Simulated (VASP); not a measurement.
## IrO: single point with r2SCAN

The system is IrO.

```xyz
4
Lattice="3.1772 0.0000 0.0000 -1.5886 2.7515 0.0000 0.0000 0.0000 5.3429" Properties=species:S:1:pos:R:3 pbc="T T T"
Ir    0.0000    0.0000    0.0000
Ir    0.0000    0.0000    2.6715
O     0.0000    1.8343    1.3357
O     1.5886    0.9172    4.0072
```

```json
{
  "Program": "VASP 6.6.1",
  "Task": "single point",
  "Functional": "r2SCAN",
  "Potentials or basis": "VASP PAW PBE potentials, release 64 (Ir, O)",
  "Cutoff": "520 eV",
  "k mesh": "6 × 6 × 4",
  "Occupations": "gaussian, width 0.1 eV",
  "Spin": "no spin polarisation",
  "Dipole correction": "no",
  "Further INCAR settings": "ALGO = Normal; EDIFF = 1e-07; NBANDS = 23"
}
```

```json
{
 "Pressure": "1.8 GPa",
 "Band gap on the k mesh": "zero (band 15 reaches 8.24 eV, above the bottom of band 16 at 6.92 eV)"
}
```

Stress tensor (GPa, compression positive):
```
1.47 0.00 0.00
0.00 1.47 0.00
0.00 0.00 2.47
```

Levels at points of the mesh, in eV from the Fermi level:
```
           k point  band 13  band 14  band 15  band 16  band 17  band 18
(0.00, 0.00, 0.00)    -2.43    -1.57    -0.26    -0.26     0.87     1.85
(0.50, 0.00, 0.00)    -0.82    -0.52    -0.31     0.74     1.96     2.44
(0.00, 0.00, 0.50)    -2.22    -2.22     0.50     0.50     0.50     0.50
(0.50, 0.00, 0.50)    -0.70    -0.70     0.77     0.77     0.82     0.82
```

It took 53 s on 1 thread of Intel(R) Xeon(R) Platinum 8488C (Sapphire Rapids), on a shared host, peak memory 0.18 GiB.

Caveat: the k points lie up to 0.38 Å⁻¹ apart; the PAW data sets were made with another functional, which shifts forces and pressure a little; spin-orbit coupling is left out, which moves the levels of the heavy elements.
